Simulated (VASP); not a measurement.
**Ge: relaxation of cell and atoms with PBEsol**

Ge:

```
Ge
1.0
     3.73439    0.00000    0.00000
    -1.86719    3.23408    0.00000
     0.00000    0.00000    2.23221
Ge
3
Direct
  0.00000 0.00000 0.00000
  0.33333 0.66667 0.50000
  0.66667 0.33333 0.50000
```

This isn't the form of Ge at room conditions, which is diamond.

```json
{
 "Program": "VASP 6.6.1",
 "Task": "relaxation of cell and atoms",
 "Functional": "PBEsol",
 "Potentials or basis": "VASP PAW PBE potentials, release 64 (Ge_d)",
 "Cutoff": "600 eV",
 "k mesh": "10 × 10 × 13",
 "Occupations": "fermi-dirac, width 0.05 eV",
 "Spin": "no spin polarisation",
 "Target pressure": "270 GPa",
 "Dipole correction": "no",
 "Further INCAR settings": "ALGO = Normal; EDIFF = 1e-07; IBRION = 2; EDIFFG = -0.005; NSW = 32; ISIF = 3"
}
```

```yaml
Relaxed_volume: 9.00 Å³/atom
Relaxed_cell: a = 3.737 Å, b = 3.737 Å, c = 2.233 Å, α = 90.00°, β = 90.00°, γ = 120.00°
Space_group_after_relaxing_to_0.1_Å: P6/mmm (No. 191)
Energy_change_on_relaxing_the_run_minimises_the_enthalpy: -25.7 meV/atom
Ionic_steps: 3
Pressure_after_relaxing: 270.0 GPa
Band_gap_on_the_k_mesh: zero (bands 21 and 22 overlap by 10.07 eV)
```

Step by step:
```tsv
step	energy change (eV)	largest force (eV/Å)	pressure (GPa)	volume (Å³)
1	0.0000	0.0000	271.68	26.96
2	-0.6113	0.0000	258.36	27.33
3	-0.0770	0.0000	269.98	27.00
```

Final structure:
```
Ge
1.0
     3.73654    0.00000    0.00000
    -1.86827    3.23594    0.00000
     0.00000    0.00000    2.23341
Ge
3
Direct
  0.00000 0.00000 0.00000
  0.33333 0.66667 0.50000
  0.66667 0.33333 0.50000
```

Levels at points of the mesh, in eV from the Fermi level:
```tsv
k point	band 17	band 18	band 19	band 20	band 21	band 22	band 23	band 24	band 25
(0.00, 0.00, 0.00)	-7.30	-7.30	-7.24	-7.24	-6.13	-5.93	6.65	11.89	19.47
(0.50, 0.00, 0.00)	-18.33	-11.65	-9.56	3.95	3.99	4.03	4.15	8.68	10.88
```

Wall time 2.3 min on 1 thread of Intel(R) Xeon(R) 6975P-C (Granite Rapids), on a shared host, peak memory 0.18 GiB.

Caveat: the cell is relaxed towards a set pressure, so the run minimises the enthalpy, not the energy; the PAW data sets were made with another functional, which shifts forces and pressure a little.
